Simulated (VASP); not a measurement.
# PtSe2 (C2/m) in VASP: a series of runs

The runs below take PtSe2 through single point, with PBE+D3(BJ).

Program: VASP 6.6.1. These are calculated values, not measurements. Logs are shortened: lines on timing, memory, paths and dates and some standing lists are left out, and cuts for length are marked.

## (1) The cell of the first run

It takes space group C2/m (No. 12, monoclinic). Conventional cell: a = 7.022 Å, b = 3.489 Å, c = 4.822 Å, α = 90.00°, β = 90.00°, γ = 90.00°. Within 3.2 Å of Pt (site symmetry 2/m) lie 6 Se at 2.46 to 2.67 Å. Se (site symmetry m) has 3 Pt at 2.46 to 2.67 Å and 8 Se at 3.09 to 3.49 Å within 3.5 Å.

## (2) Single point, PBE+D3(BJ) (normal strain along x -0.0750, normal strain along y +0.0750)

INCAR reads:

```
PREC = Accurate
ENCUT = 520
EDIFF = 1E-6
ISMEAR = 0
SIGMA = 0.15
LREAL = False
LASPH = True
NELM = 100
ALGO = Normal
ISIF = 2
LWAVE = False
LCHARG = True
GGA = PE
IVDW = 12
LELF = True
LVHAR = True
NBANDS = 18
```

KPOINTS reads:

```
Automatic mesh
0
Gamma
  12 12 8
```

POSCAR reads:

```
PtSe2
1.0
    3.4886403814      0.0000000000      0.0000000000
   -1.7443201907      3.5111838211      0.0000000000
    0.0000000000      0.0000000000      4.8219239451
Pt Se
1 2
Direct
    0.0000000000      0.0000000000      0.0000000000
    0.3333333333      0.6666666667      0.2655211092
    0.6666666667      0.3333333333      0.7344788908
```

Potentials or basis: VASP PAW PBE potentials, release 64 (Pt, Se).

The run is started by

```bash
$ cat potpaw_PBE.64/Pt/POTCAR potpaw_PBE.64/Se/POTCAR > POTCAR
$ mpirun -np 1 vasp_std > vasp.out
```

OUTCAR:

```text
PREC = Accurate
   ENCUT = 520
   EDIFF = 1E-6
   ISMEAR = 0
   LREAL = False
   LASPH = True
   NELM = 100
   ISIF = 2
   GGA = PE
   IVDW = 12
 IVDW          = 12

 ion  position               nearest neighbor table
   1  0.000  0.000  0.000-   2 2.46   3 2.46   3 2.46   2 2.46   3 2.67   2 2.67
   2  0.333  0.667  0.266-   1 2.46   1 2.46   1 2.67
   3  0.667  0.333  0.734-   1 2.46   1 2.46   1 2.67

  LATTYP: Found a base centered orthorhombic cell.
 ALAT       =     3.4886403814
 B/A-ratio  =     2.0129239115
 C/A-ratio  =     1.3821785618

  Lattice vectors:

 A1 = (   1.7443201907,  -3.5111838211,   0.0000000000)
 A2 = (   1.7443201907,   3.5111838211,   0.0000000000)
 A3 = (   0.0000000000,   0.0000000000,   4.8219239451)

Analysis of symmetry for initial positions (statically):
=====================================================================
 Subroutine PRICEL returns:
 Original cell was already a primitive cell.

 Routine SETGRP: Setting up the symmetry group for a
 base centered orthorhombic supercell.

 Subroutine GETGRP returns: Found  4 space group operations
 (whereof  4 operations were pure point group operations)
 out of a pool of  8 trial point group operations.

The static configuration has the point symmetry C_2h.

Analysis of symmetry for dynamics (positions and initial velocities):
=====================================================================
 Subroutine PRICEL returns:
 Original cell was already a primitive cell.

 Routine SETGRP: Setting up the symmetry group for a
 base centered orthorhombic supercell.

 Subroutine GETGRP returns: Found  4 space group operations
 (whereof  4 operations were pure point group operations)
 out of a pool of  8 trial point group operations.

The dynamic configuration has the point symmetry C_2h.

 Subroutine INISYM returns: Found  4 space group operations
 (whereof  4 operations are pure point group operations),
 and found     1 'primitive' translations

----------------------------------------------------------------------------------------

                                     Primitive cell

  volume of cell :      59.0650

  direct lattice vectors                    reciprocal lattice vectors
     3.488640381  0.000000000  0.000000000     0.286644621  0.142402114  0.000000000
    -1.744320191  3.511183821  0.000000000     0.000000000  0.284804229  0.000000000
     0.000000000  0.000000000  4.821923945     0.000000000  0.000000000  0.207386100

  length of vectors
     3.488640381  3.920594949  4.821923945     0.320067963  0.284804229  0.207386100

  position of ions in fractional coordinates (direct lattice)
     0.000000000  0.000000000  0.000000000
     0.333333333  0.666666667  0.265521109
     0.666666667  0.333333333  0.734478891

  ion indices of the primitive-cell ions
   primitive index   ion index
                 1           1
                 2           2
                 3           3

----------------------------------------------------------------------------------------

 KPOINTS: Automatic mesh

Automatic generation of k-mesh.
 Grid dimensions read from file:
 generate k-points for:   12   12    8

 Generating k-lattice:

  Cartesian coordinates                     Fractional coordinates (reciprocal lattice)
     0.023887052  0.011866843  0.000000000     0.083333333 -0.000000000  0.000000000
     0.000000000  0.023733686  0.000000000     0.000000000  0.083333333  0.000000000
     0.000000000  0.000000000  0.025923262     0.000000000  0.000000000  0.125000000

  Length of vectors
     0.026672330  0.023733686  0.025923262

  Shift w.r.t. Gamma in fractional coordinates (k-lattice)
     0.000000000  0.000000000  0.000000000

 Subroutine IBZKPT returns following result:
 ===========================================

 Found    320 irreducible k-points:

 Following reciprocal coordinates:
            Coordinates               Weight
  0.000000  0.000000  0.000000      1.000000
  0.083333  0.000000  0.000000      4.000000
  0.166667 -0.000000  0.000000      4.000000
  0.250000 -0.000000  0.000000      4.000000
  0.333333  0.000000  0.000000      4.000000
  0.416667  0.000000  0.000000      4.000000
[... 16 lines left out ...]
  0.333333  0.166667  0.000000      4.000000
  0.416667  0.166667  0.000000      4.000000
 [... further k-points ...]
   k-points           NKPTS =    320   k-points in BZ     NKDIM =    320   number of bands    NBANDS=     18
   number of dos      NEDOS =    301   number of ions     NIONS =      3
   total plane-waves  NPLWV =  30240
   dimension x,y,z NGX =    28 NGY =   30 NGZ =   36
   dimension x,y,z NGXF=    56 NGYF=   60 NGZF=   72
   ions per type =               1   2
   NGX,Y,Z   is equivalent  to a cutoff of  13.34, 12.72, 12.41 a.u.
   NGXF,Y,Z  is equivalent  to a cutoff of  26.69, 25.44, 24.82 a.u.
 SYSTEM =  unknown system
   PREC   = accura    normal or accurate (medium, high low for compatibility)
   ISTART =      0    job   : 0-new  1-cont  2-samecut
   ICHARG =      2    charge: 1-file 2-atom 10-const
   ISPIN  =      1    spin polarized calculation?
   LNONCOLLINEAR =      F non collinear calculations
   LSORBIT =      F    spin-orbit coupling
   LASPH  =      T    aspherical Exc in radial PAW
   ENCUT  =  520.0 eV  38.22 Ry    6.18 a.u.   6.49  7.29  8.97*2*pi/ulx,y,z
   NELM   =    100;   NELMIN=  2; NELMDL= -5     # of ELM steps
   EDIFF  = 0.1E-05   stopping-criterion for ELM
   LREAL  =      F    real-space projection
   EDIFFG = 0.1E-04   stopping-criterion for IOM
   NSW    =      0    number of steps for IOM
   IBRION =     -1    ionic relax: 0-MD 1-quasi-New 2-CG
   NFREE  =      0    steps in history (QN), initial steepest desc. (CG)
   ISIF   =      2    stress and relaxation
   ISYM   =      2    0-nonsym 1-usesym 2-fastsym
   POTIM  = 0.5000    time-step for ionic-motion
   TEBEG  =    0.0;   TEEND  =   0.0 temperature during run
   PSTRESS=    0.0 pullay stress
   NELECT =      22.0000    total number of electrons
   NUPDOWN=      -1.0000    fix difference up-down
   EMIN   =  10.00;   EMAX   =-10.00  energy-range for DOS
   EFERMI =   0.00;   METHOD = LEGACY
   ISMEAR =     0;   SIGMA  =   0.15  broadening in eV -4-tet -1-fermi 0-gaus
   EFERMI_NEDOS =   21; number of points for ismear=-14 and -15
   IALGO  =     38    algorithm
   IMIX   =      4    mixing-type and parameters
     AMIX     =   0.40;   BMIX     =  1.00
     AMIX_MAG =   1.60;   BMIX_MAG =  1.00
  volume/ion in A,a.u.               =      19.69       132.86
  Fermi-wavevector in a.u.,A,eV,Ry     =   1.177893  2.225894 18.877144  1.387431
  Thomas-Fermi vector in A             =   2.314231
   LORBIT       =      0    0 simple, 1 ext, 2 COOP (PROOUT), +10 PAW based schemes
   GGA     = PE    functional components
   LHFCALC =     F    Hartree Fock is set to
   AEXX    =    0.0000 exact exchange contribution
   IVDW    =    12    specifies the selected vdW correction
   LEPSILON=     F    determine dielectric tensor
   LRPA    =     F    only Hartree local field effects (RPA)
 non-spin polarized calculation
 Gauss-broadening in eV      SIGMA  =   0.15
  energy-cutoff  :      520.00
  volume of cell :       59.06
 maximum number of plane-waves:      1608
 NGX is ok and might be reduce to    28
   NGX = 13   NGY = 15   NGZ = 17

 number of electron      21.9999999 magnetization

 Free energy of the ion-electron system (eV)
  ---------------------------------------------------
  ext. energy  EPLUGINS =         0.00000000
  ---------------------------------------------------
  free energy    TOTEN  =       -13.89318303 eV

  energy without entropy =      -13.88256678  energy(sigma->0) =      -13.88787490

 E-fermi :   6.6647     XC(G=0): -10.8541

 val. band max:        6.6408953370   @ k =  -0.1667  -0.0833   0.1250
 cond. band min:       6.6736203265   @ k =   0.3333   0.2500   0.1250
 fundamental gap:      0.0327249895
 Fermi energy:         6.6646659995

 k-point     1 :       0.0000    0.0000    0.0000
  band No.  band energies     occupation
      1      -8.9728      2.00000
      2      -5.8655      2.00000
      3      -0.4339      2.00000
      4       0.4309      2.00000
      5       0.6821      2.00000
      6       2.7103      2.00000
[... 10 lines left out ...]
     17      15.4472      0.00000
     18      17.5990      0.00000

 k-point     2 :       0.0833    0.0000    0.0000
  band No.  band energies     occupation
      1      -8.8874      2.00000
      2      -5.9079      2.00000
      3      -0.3235      2.00000
      4       0.5021      2.00000
      5       0.7262      2.00000
      6       2.6489      2.00000
[... 10 lines left out ...]
     17      14.9415      0.00000
     18      16.9662      0.00000

 k-point     3 :       0.1667   -0.0000    0.0000
  band No.  band energies     occupation
      1      -8.6394      2.00000
      2      -6.0238      2.00000
      3      -0.0077      2.00000
      4       0.6872      2.00000
      5       0.8745      2.00000
      6       2.4123      2.00000
[... 10 lines left out ...]
     17      14.6400      0.00000
     18      15.8836      0.00000

 k-point     4 :       0.2500   -0.0000    0.0000
  band No.  band energies     occupation
      1      -8.2546      2.00000
      2      -6.1878      2.00000
      3       0.4501      2.00000
      4       0.9054      2.00000
      5       1.1279      2.00000
      6       1.7061      2.00000
[... 10 lines left out ...]
     17      14.5714      0.00000
     18      15.4942      0.00000

 k-point     5 :       0.3333    0.0000    0.0000
  band No.  band energies     occupation
      1      -7.7829      2.00000
      2      -6.3787      2.00000
      3       0.4401      2.00000
      4       0.9608      2.00000
      5       1.2000      2.00000
      6       1.8274      2.00000
[... 10 lines left out ...]
     17      14.3266      0.00000
     18      15.4097      0.00000

 k-point     6 :       0.4167    0.0000    0.0000
  band No.  band energies     occupation
      1      -7.3034      2.00000
      2      -6.6003      2.00000
      3      -0.2913      2.00000
      4       1.1735      2.00000
      5       1.5327      2.00000
      6       2.4150      2.00000
[... 10 lines left out ...]
     17      13.8784      0.00000
     18      16.4319      0.00000

 k-point     7 :       0.5000   -0.0000    0.0000
  band No.  band energies     occupation
      1      -6.9401      2.00000
      2      -6.8543      2.00000
      3      -0.5779      2.00000
      4       1.2388      2.00000
      5       1.7026      2.00000
      6       2.4457      2.00000
[... 10 lines left out ...]
     17      13.6899      0.00000
     18      17.3061      0.00000

 k-point     8 :       0.0000    0.0833    0.0000
  band No.  band energies     occupation
      1      -8.9113      2.00000
      2      -5.9101      2.00000
      3      -0.3609      2.00000
      4       0.5013      2.00000
      5       0.7193      2.00000
      6       2.6371      2.00000
[... 10 lines left out ...]
     17      15.6160      0.00000
     18      16.6321      0.00000
[... 229 lines left out ...]
     17      15.7446      0.00000
     18      16.0404      0.00000

 k-point    20 :       0.0833    0.1667    0.0000
  band No.  band energies     occupation
      1      -8.5388      2.00000
      2      -6.1451      2.00000
      3       0.0699      2.00000
      4       0.8433      2.00000
      5       0.9166      2.00000
      6       2.1601      2.00000
[... 10 lines left out ...]
     17      15.1820      0.00000
     18      15.9785      0.00000

 k-point    21 :       0.1667    0.1667    0.0000
  band No.  band energies     occupation
      1      -8.2119      2.00000
      2      -6.2763      2.00000
      3       0.3942      2.00000
      4       0.9972      2.00000
      5       1.1053      2.00000
      6       1.7351      2.00000
[... 10 lines left out ...]
     17      14.7046      0.00000
     18      16.3111      0.00000

 k-point    22 :       0.2500    0.1667    0.0000
  band No.  band energies     occupation
      1      -7.7995      2.00000
      2      -6.4064      2.00000
      3       0.6047      2.00000
      4       0.7447      2.00000
      5       1.3229      2.00000
      6       1.4132      2.00000
[... 10 lines left out ...]
     17      15.3658      0.00000
     18      16.3777      0.00000

 k-point    23 :       0.3333    0.1667    0.0000
  band No.  band energies     occupation
      1      -7.3759      2.00000
      2      -6.5386      2.00000
      3      -0.0700      2.00000
      4       0.7069      2.00000
      5       1.5831      2.00000
      6       1.7427      2.00000
[... 10 lines left out ...]
     17      15.9446      0.00000
     18      16.8991      0.00000

 k-point    24 :       0.4167    0.1667    0.0000
  band No.  band energies     occupation
      1      -7.0185      2.00000
      2      -6.7246      2.00000
      3      -0.4698      2.00000
      4       0.8409      2.00000
      5       1.6920      2.00000
      6       1.8401      2.00000
[... 10 lines left out ...]
     17      15.6025      0.00000
     18      16.8128      0.00000

 [... further k-points ...]

------------------------ aborting loop because EDIFF is reached ----------------------------------------

 Edisp (eV)   -1.47794

 E8    (eV) :    -0.6347

  FORCE on cell =-STRESS in cart. coord.  units (eV):
  Direction    XX          YY          ZZ          XY          YZ          ZX
  --------------------------------------------------------------------------------------
  -------------------------------------------------------------------------------------
  Total       4.75987    -2.79563     0.76777     0.00000    -2.15471     0.00000
  in kB     129.11471   -75.83325    20.82637     0.00000   -58.44797     0.00000
  external pressure =       24.70 kB  Pullay stress =        0.00 kB

 VOLUME and BASIS-vectors are now :
 -----------------------------------------------------------------------------
  energy-cutoff  :      520.00
  volume of cell :       59.06
      direct lattice vectors                 reciprocal lattice vectors
     3.488640381  0.000000000  0.000000000     0.286644621  0.142402114  0.000000000
    -1.744320191  3.511183821  0.000000000     0.000000000  0.284804229  0.000000000
     0.000000000  0.000000000  4.821923945     0.000000000  0.000000000  0.207386100

 POSITION                                       TOTAL-FORCE (eV/Angst)
 -----------------------------------------------------------------------------------
      0.00000      0.00000      0.00000         0.000000      0.000000      0.000000
     -0.00000      2.34079      1.28032        -0.000000     -0.474855      0.230919
      1.74432      1.17039      3.54160         0.000000      0.474855     -0.230919
 -----------------------------------------------------------------------------------
    total drift:                               -0.000000      0.000000      0.000000

  FREE ENERGIE OF THE ION-ELECTRON SYSTEM (eV)
  ---------------------------------------------------
  free  energy   TOTEN  =       -15.3711185888 eV

  energy  without entropy=      -15.3605023357  energy(sigma->0) =      -15.36581046
```

It took 6.1 min on 1 thread of Intel Xeon 8259CL, shared host; peak memory 0.46 GiB.

What came out:

```
Free energy                : -15.3711 eV
Pressure                   : 2.5 GPa
Largest force              : 0.528 eV/Å
Band gap on the k mesh     : zero (bands 11 and 12 overlap by 1.03 eV)
Dispersion energy per atom : -0.493 eV
```

Forces in eV/Å, atoms in the order of the input:
```
Pt   0.000  0.000  0.000
Se   0.000 -0.475  0.231
Se   0.000  0.475 -0.231
```

Caveat: the cell differs from its parent crystal (normal strain along x -0.0750, normal strain along y +0.0750); the stress differs along the axes, from -8 to 13 GPa; spin-orbit coupling is left out, which moves the levels of the heavy elements.

## (3) Single point, PBE+D3(BJ) (normal strain along x +0.1500, normal strain along y -0.0750)

INCAR reads:

```
ALGO = Normal
EDIFF = 1E-6
ENCUT = 520
GGA = PE
ISIF = 2
ISMEAR = 0
IVDW = 12
LASPH = T
LCHARG = F
LREAL = F
LWAVE = F
NBANDS = 18
NELM = 60
PREC = Accurate
SIGMA = 0.15
```

KPOINTS reads:

```
k-points
0
Gamma
  12 12 8
```

POSCAR reads:

```
PtSe2
1.0
    4.3372285822      0.0000000000      0.0000000000
   -2.1686142911      3.0212511949      0.0000000000
    0.0000000000      0.0000000000      4.8219239451
Pt Se
1 2
Direct
    0.0000000000      0.0000000000      0.0000000000
    0.3333333333      0.6666666667      0.2655211092
    0.6666666667      0.3333333333      0.7344788908
```

Potentials or basis: VASP PAW PBE potentials, release 64 (Pt, Se).

The run is started by

```bash
$ cat potpaw_PBE.64/Pt/POTCAR potpaw_PBE.64/Se/POTCAR > POTCAR
$ mpirun -np 1 vasp_std > vasp.out
```

Run time: 6 min. Hardware: 1 thread of Intel Xeon 8259CL, shared host; peak memory 0.47 GiB.

Results (log left out):

```
Free energy                : -14.9551 eV
Pressure                   : -3.6 GPa
Largest force              : 0.805 eV/Å
Band gap on the k mesh     : zero (bands 11 and 12 overlap by 1.05 eV)
Dispersion energy per atom : -0.460 eV
```

Forces on the atoms (eV/Å):
```
Pt   0.000  0.000  0.000
Se   0.000  0.799 -0.094
Se   0.000 -0.799  0.094
```

Stress tensor (GPa, compression positive):
```
-18.81   0.00   0.00
  0.00   9.17   9.16
  0.00   9.16  -1.05
```

Levels at points of the mesh, in eV from the Fermi level:
```tsv
k point	band 7	band 8	band 9	band 10	band 11	band 12	band 13	band 14	band 15	band 16
(0.00, 0.00, 0.00)	-2.95	-2.09	-1.07	-0.52	0.76	0.87	0.90	3.65	4.26	6.08
(0.50, 0.00, 0.00)	-3.42	-3.00	-2.58	-2.47	-2.43	0.39	2.54	5.82	7.15	7.58
(0.00, 0.50, 0.00)	-3.12	-2.91	-2.78	-2.64	-2.26	0.97	2.02	3.78	4.98	5.96
(0.00, 0.00, 0.50)	-2.85	-2.83	-1.70	-1.58	-1.01	1.89	1.90	4.93	5.48	6.51
(0.50, 0.00, 0.50)	-2.91	-2.84	-2.56	-1.67	-0.59	0.79	1.70	4.99	5.36	8.08
(0.00, 0.50, 0.50)	-3.17	-2.84	-2.78	-2.15	-1.25	0.26	0.92	5.11	5.35	8.67
```

Caveat: the cell differs from its parent crystal (normal strain along x +0.1500, normal strain along y -0.0750); the stress differs along the axes, from -19 to 9 GPa; spin-orbit coupling is left out, which moves the levels of the heavy elements.

[end of part 1 of 2]

The gap in the log of VASP goes by the Fermi energy; the results here count the filled bands.